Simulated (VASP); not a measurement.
# BN: single point with PBE

Crystal: BN.

```
B N
1.0
     0.00000    1.81235    1.81235
     1.81235    0.00000    1.81235
     1.81235    1.81235    0.00000
B N
1 1
Direct
  0.07242 0.07242 0.92758
  0.75000 0.75000 0.75000
```

This cell differs from its parent crystal: all B atoms moved +0.263 Å, as atom 1 along Cartesian [0 0 1].

| Property | Result |
| --- | --- |
| Program | VASP 6.6.1 |
| Task | single point |
| Functional | PBE |
| Potentials or basis | VASP PAW PBE potentials, release 64 (B, N) |
| Cutoff | 520 eV |
| k mesh | 12 × 12 × 12 |
| Occupations | gaussian, width 0.05 eV |
| Spin | no spin polarisation |
| Dipole correction | no |
| Further INCAR settings | ALGO = Normal; EDIFF = 1e-06; NBANDS = 11 |

```
Pressure               : 18.9 GPa
Largest force          : 5.317 eV/Å
Band gap on the k mesh : 2.36 eV, indirect (least direct gap 6.59 eV)
```

Forces on the atoms (eV/Å):
```
B    0.000  0.000 -5.317
N    0.000  0.000  5.317
```

Stress tensor (GPa, compression positive):
```
21.69 -5.95  0.00
-5.95 21.69  0.00
 0.00  0.00 13.19
```

Levels at points of the mesh, in eV from the valence-band top:
```
           k point  band 1  band 2  band 3  band 4  band 5  band 6  band 7  band 8  band 9
(0.00, 0.00, 0.00)  -21.49   -4.09   -0.77    0.00    6.59    7.01    9.06   10.32   22.69
(0.50, 0.00, 0.00)  -17.50  -12.32   -3.99   -1.69    7.21    7.58   13.52   14.46   20.17
(0.00, 0.00, 0.50)  -17.35  -11.56   -5.43   -1.60    5.79    9.21   12.12   12.80   21.82
(0.50, 0.50, 0.00)  -15.92  -10.17   -7.63   -5.39    3.24    8.04   14.93   17.41   19.42
(0.00, 0.50, 0.50)  -16.22  -10.47   -5.75   -5.70    2.36    6.31   17.81   18.26   19.10
```

It took 20 s on 1 thread of AMD EPYC 9R45 96-Core Processor (Zen 5) (shared host), peak memory 0.12 GiB.

Caveat: the cell differs from its parent crystal (all B atoms moved +0.263 Å, as atom 1 along Cartesian [0 0 1]); forces of over 1 eV/Å act on the atoms, so gaps and moduli don't describe the material at rest. A k mesh can miss the band edges.
